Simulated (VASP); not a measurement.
Here is a VASP 6.6.1 calculation.

Contents of INCAR:

```
SYSTEM = Mo3W
PREC = Accurate
ENCUT = 600
EDIFF = 1E-7
ISMEAR = 0
SIGMA = 0.1
LREAL = .FALSE.
LASPH = .TRUE.
NELM = 80
ALGO = Fast
ISIF = 3
LWAVE = .FALSE.
LCHARG = .FALSE.
GGA = PE
IBRION = 2
NSW = 100
EDIFFG = -0.01
```

Contents of KPOINTS:

```
regular mesh
0
G
  12 12 12
  0 0 0
```

The input POSCAR:

```
Mo3W
1.0
    4.0180092772      0.0000000000      0.0000000000
    0.0000000000      4.0180092772      0.0000000000
    0.0000000000      0.0000000000      4.0180092772
Mo W
3 1
Direct
    0.0000000000      0.5000000000      0.5000000000
    0.5000000000      0.0000000000      0.5000000000
    0.5000000000      0.5000000000      0.0000000000
    0.0000000000      0.0000000000      0.0000000000
```

Potentials or basis: VASP PAW PBE potentials, release 64 (Mo_sv, W_sv).

Command:

```console
$ cat potpaw_PBE.64/Mo_sv/POTCAR potpaw_PBE.64/W_sv/POTCAR > POTCAR
$ mpirun -np 1 vasp_std > vasp.out
```

(1) What does it give for the space group after relaxing (to 0.05 Å)?

(2) Predict the relaxed volume.

## Answers

(1) Pm-3m (No. 221).

(2) 16.16 Å³/atom.
